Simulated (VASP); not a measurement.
A run of VASP 6.6.1 is set up as follows.

Contents of INCAR:

```
PREC = Accurate
ENCUT = 520
EDIFF = 1E-7
ISMEAR = 0
SIGMA = 0.01
LREAL = Auto
LASPH = True
NELM = 100
ALGO = Normal
ISIF = 2
LWAVE = False
LCHARG = False
GGA = PE
IBRION = 2
NSW = 65
EDIFFG = -0.025
KPAR = 4
```

The input KPOINTS:

```
regular mesh
0
Gamma
  4 4 4
```

Contents of POSCAR:

```
Ga9N7
1.0
    0.0000000000      0.0000000000     -5.2431684262
    6.4367416346      0.0000000001      0.0000000000
   -3.2183708173     -5.5743817732      0.0000000000
Ga N
9 7
Direct
    0.5008651352      0.1666666667      0.3333333333
    0.5008651352      0.6666666667      0.3333333333
    0.5008651352      0.1666666667      0.8333333333
    0.5008651352      0.6666666667      0.8333333333
    0.0008651352      0.8333333333      0.1666666667
    0.0008651352      0.3333333333      0.1666666667
    0.0008651352      0.8333333333      0.6666666667
    0.0008651352      0.3333333333      0.6666666667
    0.1241348648      0.1666666667      0.3333333333
    0.1241348648      0.6666666667      0.3333333333
    0.1241348648      0.1666666667      0.8333333333
    0.1241348648      0.6666666667      0.8333333333
    0.6241348648      0.8333333333      0.1666666667
    0.6241348648      0.3333333333      0.1666666667
    0.6241348648      0.8333333333      0.6666666667
    0.6241348648      0.3333333333      0.6666666667
```

Potentials or basis: VASP PAW PBE potentials, release 64 (Ga_d, N).

The run is started by

```console
$ cat potpaw_PBE.64/Ga_d/POTCAR potpaw_PBE.64/N/POTCAR > POTCAR
$ mpirun -np 4 vasp_std > vasp.out
```

(1) What does it give for the energy gained by relaxing?

(2) What does it give for the band gap on the k mesh?

Answers

(1) 254.3 meV/atom.

(2) zero (bands 76 and 77 overlap by 1.00 eV).
